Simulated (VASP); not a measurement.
# Co (P-3m1) in VASP: further runs, part 3 of 3

VASP 6.6.1. The steps go on from the part before.

## 4. Single point, PBEsol, collinear spin, ferrimagnetic start

INCAR

```
SYSTEM = Co
PREC = Accurate ; ENCUT = 520
EDIFF = 1E-6 ; ISMEAR = -1
SIGMA = 0.05 ; LREAL = .FALSE.
LASPH = .TRUE. ; NELM = 150
ALGO = Normal ; ISIF = 2
LWAVE = .FALSE. ; LCHARG = .FALSE.
ISPIN = 2 ; MAGMOM = 2 -1
LORBIT = 11 ; LMAXMIX = 4
GGA = PS ; NBANDS = 20
```

KPOINTS

```
Automatic mesh
0
G
  12 12 7
  0 0 0
```

POSCAR

```
Co
1.0
    2.4873648738      0.0000000000      0.0000000000
   -1.2436824369      2.1541211692      0.0000000000
    0.0000000000      0.0000000000      4.0632895034
Co
2
Direct
    0.3333333333      0.6666666667      0.7401390000
    0.6666666667      0.3333333333      0.2598610000
```

Potentials or basis: VASP PAW PBE potentials, release 64 (Co).

On the command line:

```bash
cat potpaw_PBE.64/Co/POTCAR > POTCAR
mpirun -np 1 vasp_std > vasp.out
```

OUTCAR:

```text
SYSTEM = Co
   PREC = Accurate
   ENCUT = 520
   EDIFF = 1E-6
   ISMEAR = -1
   LREAL = .FALSE.
   LASPH = .TRUE.
   NELM = 150
   ISIF = 2
   ISPIN = 2
   LORBIT = 11
   GGA = PS

 ion  position               nearest neighbor table
   1  0.333  0.667  0.740-   2 2.42   2 2.42   2 2.42   2 2.55   2 2.55   2 2.55
   2  0.667  0.333  0.260-   1 2.42   1 2.42   1 2.42   1 2.55   1 2.55   1 2.55

  LATTYP: Found a hexagonal cell.
 ALAT       =     2.4873648738
 C/A-ratio  =     1.6335719565

  Lattice vectors:

 A1 = (   2.4873648738,   0.0000000000,   0.0000000000)
 A2 = (  -1.2436824369,   2.1541211692,   0.0000000000)
 A3 = (   0.0000000000,   0.0000000000,   4.0632895034)

Analysis of symmetry for initial positions (statically):
=====================================================================
 Subroutine PRICEL returns:
 Original cell was already a primitive cell.

 Routine SETGRP: Setting up the symmetry group for a
 hexagonal supercell.

 Subroutine GETGRP returns: Found 12 space group operations
 (whereof 12 operations were pure point group operations)
 out of a pool of 24 trial point group operations.

The static configuration has the point symmetry D_3d.

Analysis of symmetry for dynamics (positions and initial velocities):
=====================================================================
 Subroutine PRICEL returns:
 Original cell was already a primitive cell.

 Routine SETGRP: Setting up the symmetry group for a
 hexagonal supercell.

 Subroutine GETGRP returns: Found 12 space group operations
 (whereof 12 operations were pure point group operations)
 out of a pool of 24 trial point group operations.

The dynamic configuration has the point symmetry D_3d.

Analysis of structural, dynamic, and magnetic symmetry:
=====================================================================
 Subroutine PRICEL returns:
 Original cell was already a primitive cell.

 Routine SETGRP: Setting up the symmetry group for a
 hexagonal supercell.

 Subroutine GETGRP returns: Found  6 space group operations
 (whereof  6 operations were pure point group operations)
 out of a pool of 24 trial point group operations.

The overall configuration has the point symmetry C_3v.

 Subroutine INISYM returns: Found  6 space group operations
 (whereof  6 operations are pure point group operations),
 and found     1 'primitive' translations

----------------------------------------------------------------------------------------

                                     Primitive cell

  volume of cell :      21.7715

  direct lattice vectors                    reciprocal lattice vectors
     2.487364874  0.000000000  0.000000000     0.402031889  0.232113220  0.000000000
    -1.243682437  2.154121169  0.000000000     0.000000000  0.464226439  0.000000000
     0.000000000  0.000000000  4.063289503     0.000000000  0.000000000  0.246106018

  length of vectors
     2.487364874  2.487364874  4.063289503     0.464226439  0.464226439  0.246106018

  position of ions in fractional coordinates (direct lattice)
     0.333333333  0.666666667  0.740139000
     0.666666667  0.333333333  0.259861000

  ion indices of the primitive-cell ions
   primitive index   ion index
                 1           1
                 2           2

[... 58 lines left out ...]
   ions per type =               2
   NGX,Y,Z   is equivalent  to a cutoff of  12.03, 12.03, 12.27 a.u.
   NGXF,Y,Z  is equivalent  to a cutoff of  24.06, 24.06, 24.55 a.u.
 SYSTEM =  Co
   PREC   = accura    normal or accurate (medium, high low for compatibility)
   ISTART =      0    job   : 0-new  1-cont  2-samecut
   ICHARG =      2    charge: 1-file 2-atom 10-const
   ISPIN  =      2    spin polarized calculation?
   LNONCOLLINEAR =      F non collinear calculations
   LSORBIT =      F    spin-orbit coupling
   LASPH  =      T    aspherical Exc in radial PAW
   ENCUT  =  520.0 eV  38.22 Ry    6.18 a.u.   4.62  4.62  7.56*2*pi/ulx,y,z
   NELM   =    150;   NELMIN=  2; NELMDL= -5     # of ELM steps
   EDIFF  = 0.1E-05   stopping-criterion for ELM
   LREAL  =      F    real-space projection
   EDIFFG = 0.1E-04   stopping-criterion for IOM
   NSW    =      0    number of steps for IOM
   IBRION =     -1    ionic relax: 0-MD 1-quasi-New 2-CG
   NFREE  =      0    steps in history (QN), initial steepest desc. (CG)
   ISIF   =      2    stress and relaxation
   ISYM   =      2    0-nonsym 1-usesym 2-fastsym
   POTIM  = 0.5000    time-step for ionic-motion
   TEBEG  =    0.0;   TEEND  =   0.0 temperature during run
   PSTRESS=    0.0 pullay stress
   NELECT =      18.0000    total number of electrons
   NUPDOWN=      -1.0000    fix difference up-down
   EMIN   =  10.00;   EMAX   =-10.00  energy-range for DOS
   EFERMI =   0.00;   METHOD = LEGACY
   ISMEAR =    -1;   SIGMA  =   0.05  broadening in eV -4-tet -1-fermi 0-gaus
   EFERMI_NEDOS =   21; number of points for ismear=-14 and -15
   IALGO  =     38    algorithm
   IMIX   =      4    mixing-type and parameters
     AMIX     =   0.40;   BMIX     =  1.00
     AMIX_MAG =   1.60;   BMIX_MAG =  1.00
  volume/ion in A,a.u.               =      10.89        73.46
  Fermi-wavevector in a.u.,A,eV,Ry     =   1.536514  2.903591 32.121660  2.360875
  Thomas-Fermi vector in A             =   2.643152
   LORBIT       =     11    0 simple, 1 ext, 2 COOP (PROOUT), +10 PAW based schemes
   GGA     = PS    functional components
   LHFCALC =     F    Hartree Fock is set to
   AEXX    =    0.0000 exact exchange contribution
   IVDW    =     0    specifies the selected vdW correction
   LEPSILON=     F    determine dielectric tensor
   LRPA    =     F    only Hartree local field effects (RPA)
 spin polarized calculation
  energy-cutoff  :      520.00
  volume of cell :       21.77
 maximum number of plane-waves:       600
   NGX =  9   NGY =  9   NGZ = 15

 number of electron      17.9999996 magnetization      -0.0079911

 number of electron      17.9999996 magnetization       0.0001996

 Free energy of the ion-electron system (eV)
  ---------------------------------------------------
  ext. energy  EPLUGINS =         0.00000000
  ---------------------------------------------------
  free energy    TOTEN  =       -14.98413374 eV

  energy without entropy =      -14.93908654  energy(sigma->0) =      -14.96161014

 E-fermi :  10.0079     XC(G=0): -13.5688

 val. band max:       10.0041797035   @ k =   0.4167   0.0000   0.2857
 cond. band min:      10.0096550093   @ k =   0.2500   0.0833   0.2857
 fundamental gap:      0.0054753057
 Fermi energy:        10.0078905810

 spin component 1

 k-point     1 :       0.0000    0.0000    0.0000
  band No.  band energies     occupation
      1       1.0911      1.00000
      2       5.2729      1.00000
      3       7.9058      1.00000
      4       7.9058      1.00000
      5       8.1074      1.00000
      6       8.6542      1.00000
[... 541 lines left out ...]
     19      36.5366      0.00000
     20      37.5664      0.00000

 [... further k-points ...]

 spin component 2

 k-point     1 :       0.0000    0.0000    0.0000
  band No.  band energies     occupation
      1       1.0910      1.00000
      2       5.2732      1.00000
      3       7.9058      1.00000
      4       7.9058      1.00000
      5       8.1080      1.00000
      6       8.6543      1.00000
[... 541 lines left out ...]
     19      36.5365      0.00000
     20      37.5664      0.00000

 [... further k-points ...]
[... 5 lines left out ...]
  --------------------------------------------------------------------------------------
  -------------------------------------------------------------------------------------
  Total       -2.2737648     -2.2737648     -2.3674811      0.0000000      0.0000000      0.0000000
  in kB     -167.3280400   -167.3280400   -174.2246960      0.0000000      0.0000000      0.0000000
  external PRESSURE =    -169.6269253 kB  Pullay stress =       0.0000000 kB

 VOLUME and BASIS-vectors are now :
 -----------------------------------------------------------------------------
  energy-cutoff  :      520.00
  volume of cell :       21.77
      direct lattice vectors                 reciprocal lattice vectors
     2.487364874  0.000000000  0.000000000     0.402031889  0.232113220  0.000000000
    -1.243682437  2.154121169  0.000000000     0.000000000  0.464226439  0.000000000
     0.000000000  0.000000000  4.063289503     0.000000000  0.000000000  0.246106018

 POSITION                                       TOTAL-FORCE (eV/Angst)
 -----------------------------------------------------------------------------------
     -0.00000      1.43608      3.00740         0.000000     -0.000000      0.527739
      1.24368      0.71804      1.05589        -0.000000      0.000000     -0.527739
 -----------------------------------------------------------------------------------
    total drift:                               -0.000000      0.000000     -0.000025

  FREE ENERGIE OF THE ION-ELECTRON SYSTEM (eV)
  ---------------------------------------------------
  free  energy   TOTEN  =       -14.9841337445 eV

  energy  without entropy=      -14.9390865405  energy(sigma->0) =      -14.96161014

 total charge

# of ion       s       p       d       tot
------------------------------------------
    1        0.484   0.521   7.264   8.269
    2        0.484   0.521   7.264   8.269
--------------------------------------------------
tot          0.969   1.042  14.527  16.538

 magnetization (x)

# of ion       s       p       d       tot
------------------------------------------
    1        0.000   0.006   0.897   0.903
    2       -0.000  -0.006  -0.897  -0.902
--------------------------------------------------
tot         -0.000  -0.000   0.001   0.001
```

Run time: 2.7 min. Hardware: 1 thread of Intel Xeon 8259CL, shared host; peak memory 0.19 GiB.

What came out:

```
Free energy                                           : -14.9841 eV
Pressure                                              : -17.0 GPa
Largest force                                         : 0.528 eV/Å
Band gap on the k mesh                                : zero (filled and empty bands overlap)
Net moment                                            : 0.00 μB per cell
Site moments                                          : Co +0.90, -0.90 μB
Valence electrons inside the program's atomic spheres : Co 8.27
```

Forces on the atoms (eV/Å):
```
Co   0.000  0.000  0.528
Co   0.000  0.000 -0.528
```

Caveat: the cell stands under tension; the PAW data sets were made with another functional, which shifts forces and pressure a little.

## 5. Overview

```csv
spin,fixed moment (μB),k mesh,gap on the mesh (eV),pressure (GPa),moment (μB),largest force (eV/Å)
"collinear, ferromagnetic start",8.0,10 × 10 × 6,-,98.9,8.00,1.12
"collinear, antiferromagnetic start",-,12 × 12 × 7,none,-16.9,0.00,0.53
"collinear, ferrimagnetic start",-,12 × 12 × 7,none,-17.0,0.00,0.53
```

Alike in all rows: task single point; level PBEsol; potentials or basis VASP PAW PBE potentials, release 64 (Co); cell as given; cutoff (eV) 520; smearing fermi-dirac 0.05 eV.

Caveats: the PAW data sets were made with another functional, which shifts forces and pressure a little; the cell stands under tension (at least some runs); the stress differs along the axes, from 96 to 105 GPa (at least some runs); the total moment is fixed, so each spin has its own Fermi level and the state may be an excited one (at least some runs); the antiferromagnetic order is the one typed at the start, and another may lie lower (at least some runs).

Total energies depend on the potentials used, so only differences within one code and one set of settings carry meaning.
